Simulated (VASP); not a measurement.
Input of a VASP 6.6.1 run:

File INCAR:

```
SYSTEM = MoS2
PREC = Accurate
ENCUT = 520
EDIFF = 1E-6
ISMEAR = -1
SIGMA = 0.05
LREAL = .FALSE.
LASPH = .TRUE.
NELM = 80
ALGO = Normal
ISIF = 2
LWAVE = .FALSE.
LCHARG = .FALSE.
GGA = CA
NBANDS = 35
```

Contents of KPOINTS:

```
regular mesh
0
G
  10 10 2
  0 0 0
```

Contents of POSCAR:

```
MoS2
1.0
    3.1211150984      0.0000000000      0.0000000000
   -1.5605575492      2.7029649633      0.0000000000
    0.0000000000      0.0000000000     21.3632503119
Mo S
2 4
Direct
    0.3333333333      0.6666666667      0.8586823213
    0.6666666667      0.3333333333      0.1413176787
    0.6666666667      0.3333333333      0.7860333042
    0.3333333333      0.6666666667      0.0685259369
    0.6666666667      0.3333333333      0.9314740631
    0.3333333333      0.6666666667      0.2139666958
```

Potentials or basis: VASP PAW LDA potentials, release 64 (Mo_sv, S).

Command:

```bash
$ cat potpaw_LDA.64/Mo_sv/POTCAR potpaw_LDA.64/S/POTCAR > POTCAR
$ mpirun -np 1 vasp_std > vasp.out
```

(1) What does it give for the largest force?

(2) What does it give for the band gap on the k mesh?

Results:

(1) 0.016 eV/Å.

(2) 1.24 eV, indirect (least direct gap 2.06 eV).
